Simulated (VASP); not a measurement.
Wanted: the native input for a VASP 6.6.1 run.

```yaml
Task: single point
Functional: PBE
Potentials_or_basis: VASP PAW PBE potentials, release 64 (Hf_pv, Si)
Cutoff: 520 eV
k_mesh: 7 × 7 × 7
Occupations: gaussian, width 0.2 eV
Spin: no spin polarisation
Dipole_correction: no
Further_INCAR_settings: ALGO = Fast; EDIFF = 1e-06; NBANDS = 30
```

The structure of Hf4Si lies in POSCAR:

```
Hf4Si
1.0
   -1.7431953133      1.7431953133      8.3677249736
    1.7431953133     -1.7431953133      8.3677249736
    1.7431953133      1.7431953133     -8.3677249736
Hf Si
4 1
Direct
    0.1915828886      0.1915828886      0.0000000000
    0.5843793062      0.5843793062      0.0000000000
    0.4156206938      0.4156206938      0.0000000000
    0.8084171114      0.8084171114      0.0000000000
    0.0000000000      0.0000000000      0.0000000000
```

One way to write it, as run:

INCAR

```
SYSTEM = Hf4Si
ALGO = Fast ; EDIFF = 1E-6
ENCUT = 520 ; GGA = PE
ISIF = 2 ; ISMEAR = 0
LASPH = .True. ; LCHARG = .False.
LREAL = .False. ; LWAVE = .False.
NBANDS = 30 ; NELM = 100
PREC = Accurate ; SIGMA = 0.2
```

KPOINTS

```
k-points
0
Gamma
  7 7 7
  0 0 0
```

Potentials or basis: VASP PAW PBE potentials, release 64 (Hf_pv, Si).

Command:

```sh
$ cat potpaw_PBE.64/Hf_pv/POTCAR potpaw_PBE.64/Si/POTCAR > POTCAR
$ mpirun -np 1 vasp_std > vasp.out
```

Results of the run:

| Item | Value |
| --- | --- |
| Pressure | -0.2 GPa |
| Largest force | 0.019 eV/Å |
| Band gap on the k mesh | zero (bands 22 and 23 overlap by 1.68 eV) |

Caveat: spin-orbit coupling is left out, which moves the levels of the heavy elements.

Wall time 27 min on 1 thread of Intel Xeon 8259CL, on a shared host, peak memory 0.75 GiB.
